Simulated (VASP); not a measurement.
A run of VASP 6.6.1:

INCAR

```
ALGO = Fast ; EDIFF = 1E-6
ENCUT = 520 ; GGA = CA
ISIF = 2 ; ISMEAR = 0
LASPH = T ; LCHARG = F
LREAL = F ; LWAVE = F
NBANDS = 29 ; NELM = 60
PREC = Accurate ; SIGMA = 0.15
```

KPOINTS

```
k-points
0
Gamma
  12 12 12
```

The input POSCAR:

```
HgPt3
1.0
    3.9726881452      0.0000000000      0.0000000000
    0.0000000000      4.2706397561      0.0000000000
    0.0000000000      0.0000000000      3.9726881452
Hg Pt
1 3
Direct
    0.0000000000      0.0000000000      0.0000000000
    0.0000000000      0.5000000000      0.5000000000
    0.5000000000      0.5000000000      0.0000000000
    0.5000000000      0.0000000000      0.5000000000
```

Potentials or basis: VASP PAW LDA potentials, release 64 (Hg, Pt).

Run with:

```console
$ cat potpaw_LDA.64/Hg/POTCAR potpaw_LDA.64/Pt/POTCAR > POTCAR
$ mpirun -np 1 vasp_std > vasp.out
```

Hardware: 1 thread of Intel(R) Xeon(R) 6975P-C (Granite Rapids), on a shared host.

Problem. How long does it take, and how much memory?

Solution. It took 2.5 min on 1 thread of Intel(R) Xeon(R) 6975P-C (Granite Rapids) (shared host), peak memory 0.41 GiB. Counts: scf iterations 13, k points 196.
